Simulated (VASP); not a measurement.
A run of VASP 6.6.1 is set up as follows.

POSCAR

```
NaI
1.0
   -0.0323640000      3.2364000000      3.2364000000
    3.2040360000      0.0000000000      3.2040360000
    3.2364000000      3.2364000000     -0.0323640000
Na I
1 1
Direct
    0.0000000000      0.0000000000      0.0000000000
    0.5000000000      0.5000000000      0.5000000000
```

INCAR.step1

```
SYSTEM = NaI
PREC = Accurate
ENCUT = 520
ISMEAR = 0
SIGMA = 0.05
LREAL = .FALSE.
LASPH = .TRUE.
NELM = 100
NBANDS = 14
GGA = PE
ALGO = Normal
EDIFF = 1E-4
LWAVE = .TRUE.
LCHARG = .FALSE.
```

The input INCAR.step2:

```
SYSTEM = NaI
PREC = Accurate
ENCUT = 520
EDIFF = 1E-6
ISMEAR = 0
SIGMA = 0.05
LREAL = .FALSE.
LASPH = .TRUE.
NELM = 100
ALGO = Normal
ISIF = 2
LWAVE = .FALSE.
LCHARG = .FALSE.
METAGGA = R2SCAN
LMIXTAU = .TRUE.
NBANDS = 14
ISTART = 1
```

The input KPOINTS:

```
regular mesh
0
G
  6 6 6
  0 0 0
```

Potentials or basis: VASP PAW PBE potentials, release 64 (Na_pv, I).

Launch:

```console
$ cat potpaw_PBE.64/Na_pv/POTCAR potpaw_PBE.64/I/POTCAR > POTCAR
$ cp INCAR.step1 INCAR
$ mpirun -np 1 vasp_std > vasp.out
$ cp INCAR.step2 INCAR
$ mpirun -np 1 vasp_std > vasp.out
```

Question: What does it give for the pressure?

Answer: -0.2 GPa.

Question: Predict the band gap on the k mesh.

Answer: 4.39 eV.

Stress tensor (GPa, compression positive):
```
-0.16  0.00  0.16
 0.00 -0.18  0.00
 0.16  0.00 -0.16
```

Caveat: the cell differs from its parent crystal (strain -0.0200 x Voigt [0, 0, 0, 0, 1, 0]); the PAW data sets were made with another functional, which shifts forces and pressure a little; spin-orbit coupling is left out, which moves the levels of the heavy elements.
